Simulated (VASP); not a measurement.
NaTi2Pt3: single point with PBE

Crystal: NaTi2Pt3.

```
Na Ti Pt
1.0
     4.48977    0.00000    0.00000
    -2.24489    3.88826    0.00000
     0.00000    0.00000    5.91164
Na Ti Pt
1 2 3
Direct
  0.00000 0.00000 0.00000
  0.66667 0.33333 0.31960
  0.33333 0.66667 0.68040
  0.33333 0.66667 0.24902
  0.00000 0.00000 0.50000
  0.66667 0.33333 0.75098
```

```json
{
  "Program": "VASP 6.6.1",
  "Task": "single point",
  "Functional": "PBE",
  "Potentials or basis": "VASP PAW PBE potentials, release 64 (Na_pv, Ti_sv, Pt)",
  "Cutoff": "520 eV",
  "k mesh": "12 × 12 × 6",
  "Occupations": "gaussian, width 0.1 eV",
  "Spin": "no spin polarisation"
}
```

- Pressure: -0.1 GPa
- Largest force: 0.006 eV/Å
- Band gap on the k mesh: zero (an odd number of electrons rules out a gap without spin polarisation)

Forces in eV/Å, atoms in the order of the input:
```
Na   0.000  0.000  0.000
Ti   0.000  0.000  0.006
Ti   0.000  0.000 -0.006
Pt   0.000  0.000  0.006
Pt   0.000  0.000  0.000
Pt   0.000  0.000 -0.006
```

Levels at points of the mesh, in eV from the Fermi level:
| k point | band 29 | band 30 | band 31 | band 32 | band 33 | band 34 |
| --- | --- | --- | --- | --- | --- | --- |
| (0.00, 0.00, 0.00) | -0.92 | -0.48 | -0.48 | 0.90 | 0.90 | 1.23 |
| (0.50, 0.00, 0.00) | -0.59 | -0.49 | 0.52 | 0.88 | 1.03 | 1.06 |
| (0.00, 0.00, 0.50) | -1.11 | -0.91 | -0.91 | 0.69 | 0.69 | 1.03 |
| (0.50, 0.00, 0.50) | -1.79 | -0.74 | 0.20 | 0.56 | 0.77 | 1.00 |

Wall time 12 min on 1 thread of Intel(R) Xeon(R) 6975P-C (Granite Rapids), with other jobs on the host, peak memory 0.5 GiB.

Caveat: spin-orbit coupling is left out, which moves the levels of the heavy elements.
